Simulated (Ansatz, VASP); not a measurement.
Ca in VASP and in Ansatz

```
Ca
1.0
     0.00000    2.79420    2.79420
     2.58464    0.00000    2.79420
     2.58464    2.79420    0.00000
Ca
1
Cartesian
  0.0000 0.0000 0.0000
```

Change from the starting cell: strain -0.0750 x Voigt [1, 0, 0, 0, 0, 0], atoms carried along.

Alike in both runs: task single point; functional PBEsol; k mesh 14 × 14 × 14; occupations gaussian, width 0.15 eV; no spin polarisation.

|  | VASP | Ansatz |
| --- | --- | --- |
| version | VASP 6.6.1 | Ansatz 0.2.0 |
| potentials or method | VASP PAW PBE potentials, release 64 (Ca_sv), cutoff 520 eV | scalar-relativistic, plane waves, PAW |
| valence electrons in the cell | 10 | 10 |

```csv
,VASP,Ansatz,Ansatz less VASP
gap on the k mesh at the Fermi level (eV),none,none,-
pressure (GPa),0.1,0.1,+0.01
"traceless stress, the component that is largest in VASP (GPa)",0.25,0.25,0.000
```

VASP's potentials were made for PBE, not for PBEsol. A gap of «none» marks a metal or a gap that the smearing closes.
